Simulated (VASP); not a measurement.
**Se: single point with PBE+U**

The system is Se.

```
Se
1.0
    -1.70345    1.70345    1.70345
     1.70345   -1.70345    1.70345
     1.70345    1.70345   -1.70345
Se
1
Direct
  0.00000 0.00000 0.00000
```

This isn't the form of Se at room conditions, which is trigonal, of chains.

```json
{
  "Program": "VASP 6.6.1",
  "Task": "single point",
  "Functional": "PBE",
  "Potentials or basis": "VASP PAW PBE potentials, release 64 (Se)",
  "Cutoff": "500 eV",
  "k mesh": "4 × 4 × 4",
  "Occupations": "gaussian, width 0.1 eV",
  "Spin": "collinear spin, zero start",
  "Starting moments": "[0.0] μB",
  "Hubbard terms": "Se p U = 2.2 eV",
  "Dipole correction": "no",
  "Further INCAR settings": "ALGO = Normal; EDIFF = 1e-06; NBANDS = 13"
}
```

| Item | Value |
| --- | --- |
| Pressure | 1.5 GPa |
| Band gap on the k mesh | zero (filled and empty bands overlap) |
| Net moment | 0.00 μB per cell |
| Valence electrons inside the program's atomic spheres | Se 3.58 |

Levels at points of the mesh, in eV from the Fermi level:
Spin up:
| k point | band 1 | band 2 | band 3 | band 4 | band 5 | band 6 |
| --- | --- | --- | --- | --- | --- | --- |
| (0.00, 0.00, 0.00) | -15.96 | 3.80 | 3.80 | 3.80 | 11.91 | 12.89 |
| (0.50, 0.00, 0.00) | -12.38 | -6.27 | 0.71 | 2.88 | 7.37 | 8.74 |
| (0.50, 0.50, 0.50) | -9.90 | -2.70 | -2.70 | -2.70 | 4.41 | 4.41 |
Spin down:
```csv
k point,band 1,band 2,band 3,band 4,band 5,band 6,band 7,band 8
"(0.00, 0.00, 0.00)",-15.96,3.80,3.80,3.80,11.91,12.89,12.89,12.89
"(0.50, 0.00, 0.00)",-12.38,-6.27,0.71,2.88,7.37,8.74,18.01,18.59
"(0.50, 0.50, 0.50)",-9.90,-2.70,-2.70,-2.70,4.41,4.41,23.31,23.31
```

It took 6.3 s on 1 thread of Intel(R) Xeon(R) Platinum 8375C CPU @ 2.90GHz (Ice Lake), with other jobs on the host, peak memory 0.14 GiB.

Caveat: the k points lie up to 0.65 Å⁻¹ apart, too coarse for converged energies and pressures of a metal.
